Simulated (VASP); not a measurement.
# InP2 (P-6m2) in VASP: a series of runs, part 2 of 2

VASP 6.6.1.

## (5) Single point, PBE

This run uses another cell than the first one, of 23.34 Å³/atom.

File INCAR:

```
PREC = Accurate
ENCUT = 520
EDIFF = 1E-6
ISMEAR = 0
SIGMA = 0.1
LREAL = False
LASPH = True
NELM = 100
ALGO = Normal
ISIF = 2
LWAVE = False
LCHARG = False
GGA = PE
NBANDS = 18
```

File KPOINTS:

```
regular mesh
0
Gamma
  12 12 10
```

File POSCAR:

```
InP2
1.0
    3.9923715117      0.0000000000      0.0000000000
   -1.9961857559      3.4574951505      0.0000000000
    0.0000000000      0.0000000000      5.0736517153
In P
1 2
Direct
    0.0000000000      0.0000000000      0.0000000000
    0.6666666667      0.3333333333      0.7056411928
    0.6666666667      0.3333333333      0.2943588072
```

Potentials or basis: VASP PAW PBE potentials, release 64 (In_d, P).

On the command line:

```sh
$ cat potpaw_PBE.64/In_d/POTCAR potpaw_PBE.64/P/POTCAR > POTCAR
$ mpirun -np 1 vasp_std > vasp.out
```

OUTCAR:

```text
PREC = Accurate
   ENCUT = 520
   EDIFF = 1E-6
   ISMEAR = 0
   LREAL = False
   LASPH = True
   NELM = 100
   ISIF = 2
   GGA = PE

 ion  position               nearest neighbor table
   1  0.000  0.000  0.000-   2 2.75   3 2.75   2 2.75   3 2.75   2 2.75   3 2.75
   2  0.667  0.333  0.706-   3 2.09   1 2.75   1 2.75   1 2.75
   3  0.667  0.333  0.294-   2 2.09   1 2.75   1 2.75   1 2.75

  LATTYP: Found a hexagonal cell.
 ALAT       =     3.9923715117
 C/A-ratio  =     1.2708365693

  Lattice vectors:
[... 696 lines left out ...]

  FORCE on cell =-STRESS in cart. coord.  units (eV):
  Direction    XX          YY          ZZ          XY          YZ          ZX
  --------------------------------------------------------------------------------------
  -------------------------------------------------------------------------------------
  Total       -0.0135714     -0.0135714     -0.1205245      0.0000000      0.0000000      0.0000000
  in kB       -0.3104719     -0.3104719     -2.7572274      0.0000000      0.0000000      0.0000000
  external PRESSURE =      -1.1260571 kB  Pullay stress =       0.0000000 kB

 VOLUME and BASIS-vectors are now :
 -----------------------------------------------------------------------------
  energy-cutoff  :      520.00
  volume of cell :       70.03
      direct lattice vectors                 reciprocal lattice vectors
     3.992371512  0.000000000  0.000000000     0.250477692  0.144613363  0.000000000
    -1.996185756  3.457495150  0.000000000     0.000000000  0.289226725  0.000000000
     0.000000000  0.000000000  5.073651715     0.000000000  0.000000000  0.197096698

 POSITION                                       TOTAL-FORCE (eV/Angst)
 -----------------------------------------------------------------------------------
      0.00000      0.00000      0.00000        -0.000000     -0.000000      0.000000
      1.99619      1.15250      3.58018         0.000000     -0.000000     -0.055990
      1.99619      1.15250      1.49347         0.000000      0.000000      0.055990
 -----------------------------------------------------------------------------------
    total drift:                                0.000000     -0.000000      0.000000

  FREE ENERGIE OF THE ION-ELECTRON SYSTEM (eV)
  ---------------------------------------------------
  free  energy   TOTEN  =       -12.9416085877 eV

  energy  without entropy=      -12.9380518440  energy(sigma->0) =      -12.93983022
```

OSZICAR:

```text
N       E                     dE             d eps       ncg     rms          rms(c)
DAV:   1     0.154090085700E+03    0.15409E+03   -0.10193E+04  4120   0.129E+03
DAV:   2     0.418192586424E+00   -0.15367E+03   -0.14881E+03  4320   0.317E+02
DAV:   3    -0.128784423302E+02   -0.13297E+02   -0.13034E+02  5460   0.941E+01
DAV:   4    -0.132671624761E+02   -0.38872E+00   -0.38806E+00  5252   0.159E+01
DAV:   5    -0.132821250455E+02   -0.14963E-01   -0.14961E-01  6210   0.309E+00    0.680E+00
DAV:   6    -0.129695205458E+02    0.31260E+00   -0.63815E-01  6004   0.147E+01    0.412E+00
DAV:   7    -0.129417753531E+02    0.27745E-01   -0.23720E-01  5412   0.405E+00    0.119E+00
DAV:   8    -0.129410232706E+02    0.75208E-03   -0.27728E-02  5498   0.193E+00    0.469E-01
DAV:   9    -0.129415841235E+02   -0.56085E-03   -0.25163E-03  5374   0.510E-01    0.191E-01
DAV:  10    -0.129415614891E+02    0.22634E-04   -0.21145E-04  6370   0.140E-01    0.856E-02
DAV:  11    -0.129416162024E+02   -0.54713E-04   -0.12881E-04  4484   0.941E-02    0.673E-02
DAV:  12    -0.129416084215E+02    0.77808E-05   -0.22925E-05  5134   0.361E-02    0.187E-02
DAV:  13    -0.129416085877E+02   -0.16622E-06   -0.32381E-06  5276   0.977E-03
   1 F= -.12941609E+02 E0= -.12939830E+02  d E =-.355674E-02
```

stdout:

```text
POSCAR found type information on POSCAR InP
 POSCAR found :  2 types and       3 ions
 scaLAPACK will be used
 LDA part: xc-table for (Slater+PW92), standard interpolation
 POSCAR, INCAR and KPOINTS ok, starting setup
 FFT: planning ... GRIDC
 FFT: planning ... GRID_SOFT
 FFT: planning ... GRID
 WAVECAR not read
 entering main loop
```

It took 2.5 min on 1 thread of Intel Xeon 8259CL, shared host; peak memory 0.28 GiB.

Results:

- Free energy: -12.9416 eV
- Pressure: -0.1 GPa
- Largest force: 0.056 eV/Å
- Band gap on the k mesh: zero (an odd number of electrons rules out a gap without spin polarisation)

Forces in eV/Å, atoms in the order of the input:
```
In   0.000  0.000  0.000
P    0.000  0.000 -0.056
P    0.000  0.000  0.056
```

Caveat: spin-orbit coupling is left out, which moves the levels of the heavy elements.

## (6) Relaxation of cell and atoms, PBE

This run uses another cell than the first one, of 23.27 Å³/atom.

File INCAR:

```
ALGO     = Normal         # electronic algorithm
EDIFF    = 1E-6           # SCF threshold, eV
EDIFFG   = -0.01          # ionic threshold
ENCUT    = 600            # plane-wave cutoff, eV
GGA      = PE             # functional
IBRION   = 2              # ionic algorithm
ISIF     = 3              # what is computed and relaxed
ISMEAR   = 0              # smearing method
LASPH    = True           # aspherical terms in the spheres
LCHARG   = False          # write CHGCAR
LREAL    = False          # projectors in reciprocal space
LWAVE    = False          # write WAVECAR
NELM     = 100            # most SCF steps
NSW      = 100            # ionic steps
PREC     = Accurate       # precision mode
SIGMA    = 0.1            # smearing width, eV
```

File KPOINTS:

```
k-points
0
Gamma
  12 12 10
```

File POSCAR:

```
InP2
1.0
    3.9743123852      0.0000000000      0.0000000000
   -1.9871561926      3.4418554881      0.0000000000
    0.0000000000      0.0000000000      5.1025508583
In P
1 2
Direct
    0.0000000000      0.0000000000      0.0000000000
    0.6666666667      0.3333333333      0.7038260294
    0.6666666667      0.3333333333      0.2961739706
```

Potentials or basis: VASP PAW PBE potentials, release 64 (In_d, P).

On the command line:

```sh
$ cat potpaw_PBE.64/In_d/POTCAR potpaw_PBE.64/P/POTCAR > POTCAR
$ mpirun -np 1 vasp_std > vasp.out
```

OUTCAR:

```text
EDIFF = 1E-6
   EDIFFG = -0.01
   ENCUT = 600
   GGA = PE
   IBRION = 2
   ISIF = 3
   ISMEAR = 0
   LASPH = True
   LREAL = False
   NELM = 100
   NSW = 100
   PREC = Accurate

 ion  position               nearest neighbor table
   1  0.000  0.000  0.000-   2 2.75   3 2.75   2 2.75   3 2.75   2 2.75   3 2.75
   2  0.667  0.333  0.704-   3 2.08   1 2.75   1 2.75   1 2.75
   3  0.667  0.333  0.296-   2 2.08   1 2.75   1 2.75   1 2.75

  LATTYP: Found a hexagonal cell.
 ALAT       =     3.9743123852
 C/A-ratio  =     1.2838826855

  Lattice vectors:

 A1 = (   3.9743123852,   0.0000000000,   0.0000000000)
 A2 = (  -1.9871561926,   3.4418554881,   0.0000000000)
 A3 = (   0.0000000000,   0.0000000000,   5.1025508583)

Analysis of symmetry for initial positions (statically):
=====================================================================
 Subroutine PRICEL returns:
 Original cell was already a primitive cell.

 Routine SETGRP: Setting up the symmetry group for a
 hexagonal supercell.

 Subroutine GETGRP returns: Found 12 space group operations
 (whereof 12 operations were pure point group operations)
 out of a pool of 24 trial point group operations.

The static configuration has the point symmetry D_3h.

[... 311 lines left out ...]

 number of electron      22.9999992 magnetization

 Free energy of the ion-electron system (eV)
  ---------------------------------------------------
  ext. energy  EPLUGINS =         0.00000000
  ---------------------------------------------------
  free energy    TOTEN  =       -12.94206879 eV

  energy without entropy =      -12.93850384  energy(sigma->0) =      -12.94028631

 E-fermi :   5.6717     XC(G=0):  -9.4847

 val. band max:        5.6531372540   @ k =   0.2500  -0.0000   0.3000
 cond. band min:       5.6774365307   @ k =   0.0833  -0.0000   0.4000
 fundamental gap:      0.0242992767
 Fermi energy:         5.6716913412

 k-point     1 :       0.0000    0.0000    0.0000
  band No.  band energies     occupation
      1      -9.0663      2.00000
      2      -9.0663      2.00000
      3      -9.0010      2.00000
      4      -8.9849      2.00000
      5      -8.9849      2.00000
      6      -7.5347      2.00000
      7      -2.4654      2.00000
      8      -1.4476      2.00000
      9       3.7306      2.00000
     10       3.7306      2.00000
     11       6.3589      0.00000
     12       7.2983      0.00000
     13       7.2983      0.00000
     14       9.4767      0.00000
[... 401 lines left out ...]
      2      -9.0669      2.00000
      3      -8.9981      2.00000
      4      -8.9974      2.00000
      5      -8.9454      2.00000
      6      -6.8244      2.00000
      7      -2.2798      2.00000
      8      -0.5742      2.00000
      9       0.9440      2.00000
     10       2.9247      2.00000
     11       4.2674      2.00000
     12       6.4718      0.00000
     13       6.7150      0.00000
     14       8.4394      0.00000
     15      10.3053      0.00000

 [... further k-points ...]

------------------------ aborting loop because EDIFF is reached ----------------------------------------

  FORCE on cell =-STRESS in cart. coord.  units (eV):
  Direction    XX          YY          ZZ          XY          YZ          ZX
  --------------------------------------------------------------------------------------
  -------------------------------------------------------------------------------------
  Total        0.0179997      0.0179997      0.0165732      0.0000000     -0.0000000      0.0000000
  in kB        0.4123118      0.4123118      0.3796351      0.0000000     -0.0000000      0.0000000
  external PRESSURE =       0.4014196 kB  Pullay stress =       0.0000000 kB
[... 18 lines left out ...]
  FREE ENERGIE OF THE ION-ELECTRON SYSTEM (eV)
  ---------------------------------------------------
  free  energy   TOTEN  =       -12.9420687871 eV

  energy  without entropy=      -12.9385038386  energy(sigma->0) =      -12.94028631

 reached required accuracy - stopping structural energy minimisation
```

OSZICAR:

```text
N       E                     dE             d eps       ncg     rms          rms(c)
DAV:   1     0.158076553506E+03    0.15808E+03   -0.11400E+04  3420   0.174E+03
DAV:   2     0.786175533394E+00   -0.15729E+03   -0.15467E+03  3616   0.368E+02
[... 37 lines left out ...]
DAV:   1    -0.129434333041E+02   -0.18625E-02   -0.55979E-02  4246   0.402E+00    0.255E-01
DAV:   2    -0.129422967745E+02    0.11365E-02   -0.37158E-03  4498   0.127E+00    0.983E-02
DAV:   3    -0.129420659882E+02    0.23079E-03   -0.74939E-04  4554   0.555E-01    0.397E-02
DAV:   4    -0.129420661870E+02   -0.19876E-06   -0.39478E-05  3833   0.645E-02    0.252E-02
DAV:   5    -0.129420678477E+02   -0.16607E-05   -0.62234E-06  4242   0.222E-02    0.817E-03
DAV:   6    -0.129420687871E+02   -0.93937E-06   -0.47299E-07  2147   0.917E-03
   5 F= -.12942069E+02 E0= -.12940286E+02  d E =-.386011E-03
```

CONTCAR:

```text
InP2
   1.00000000000000
     3.9907056089071697    0.0000000000000000    0.0000000000000000
    -1.9953528044535849    3.4560524362796077    0.0000000000000000
     0.0000000000000000   -0.0000000000000000    5.0713122693111750
  In              P
     1     2
Direct
     0.0000000000000000    0.0000000000000000    0.0000000000000000
     0.6666666667000030    0.3333333332999970    0.7053736855492192
     0.6666666667000030    0.3333333332999970    0.2946263144507807

  0.00000000E+00  0.00000000E+00  0.00000000E+00
  0.00000000E+00  0.00000000E+00  0.00000000E+00
  0.00000000E+00  0.00000000E+00  0.00000000E+00
```

Run time: 6.3 min. Hardware: 1 thread of Intel Xeon 8259CL, shared host; peak memory 0.32 GiB.

Results:

| Quantity | Value |
| --- | --- |
| Free energy | -12.9421 eV |
| Relaxed volume | 23.31 Å³/atom |
| Relaxed cell | a = 3.991 Å, b = 3.991 Å, c = 5.071 Å, α = 90.00°, β = 90.00°, γ = 120.00° |
| Space group after relaxing (to 0.1 Å) | P-6m2 (No. 187) |
| Energy gained by relaxing | 0.8 meV/atom |
| Ionic steps | 5 |
| Pressure after relaxing | 0.0 GPa |
| Largest force after relaxing | 0.007 eV/Å |
| Band gap on the k mesh | zero (an odd number of electrons rules out a gap without spin polarisation) |

Forces in eV/Å, atoms in the order of the input:
```
In   0.000  0.000  0.000
P    0.000  0.000 -0.007
P    0.000  0.000  0.007
```

The path:
```tsv
step	energy change (eV)	largest force (eV/Å)	pressure (GPa)	volume (Å³)
1	0.0000	0.0914	-0.02	69.80
2	-0.0021	0.0912	0.25	69.77
3	-0.0021	0.0908	0.27	69.76
4	-0.0020	0.1169	-0.20	70.15
5	-0.0025	0.0070	0.04	69.94
```

Final structure:
```
CELL_PARAMETERS angstrom
3.99071 0.00000 0.00000
-1.99535 3.45605 0.00000
0.00000 0.00000 5.07131
ATOMIC_POSITIONS crystal
In 0.00000 0.00000 0.00000
P 0.66667 0.33333 0.70537
P 0.66667 0.33333 0.29463
```

Caveat: spin-orbit coupling is left out, which moves the levels of the heavy elements.

## (7) Overview

```tsv
task	cell	k mesh	cutoff (eV)	gap on the mesh (eV)	pressure (GPa)	relaxed volume (Å³/atom)	largest force (eV/Å)
single point	a = 3.418, b = 3.418, c = 5.387 Å, angles 90.0, 90.0, 120.0°, 3 atoms, atomic positions A	6 × 6 × 4	520	none	27.0	-	2.79
single point	a = 3.974, b = 3.974, c = 5.103 Å, angles 90.0, 90.0, 120.0°, 3 atoms, atomic positions B	6 × 6 × 4	520	none	0.0	-	0.06
relaxation of cell and atoms	relaxed from a = 3.418, b = 3.418, c = 5.387 Å, angles 90.0, 90.0, 120.0°, 3 atoms, atomic positions A	6 × 6 × 4	600	none	0.0	23.32	0.01
single point	a = 3.992, b = 3.992, c = 5.074 Å, angles 90.0, 90.0, 120.0°, 3 atoms, atomic positions B	12 × 12 × 10	520	none	-0.1	-	0.06
relaxation of cell and atoms	relaxed from a = 3.974, b = 3.974, c = 5.103 Å, angles 90.0, 90.0, 120.0°, 3 atoms, atomic positions B	12 × 12 × 10	600	none	0.0	23.31	0.01
```

Alike in all rows: level PBE; potentials or basis VASP PAW PBE potentials, release 64 (In_d, P); no spin polarisation; smearing gaussian 0.1 eV.

Caveats: spin-orbit coupling is left out, which moves the levels of the heavy elements; the cell stands under pressure (at least some runs); forces of over 1 eV/Å act on the atoms, so gaps and moduli don't describe the material at rest (at least some runs); the volume moved by over 15 % at a fixed basis, so the end points are rough (at least some runs).

Total energies depend on the potentials used, so only differences within one code and one set of settings carry meaning.
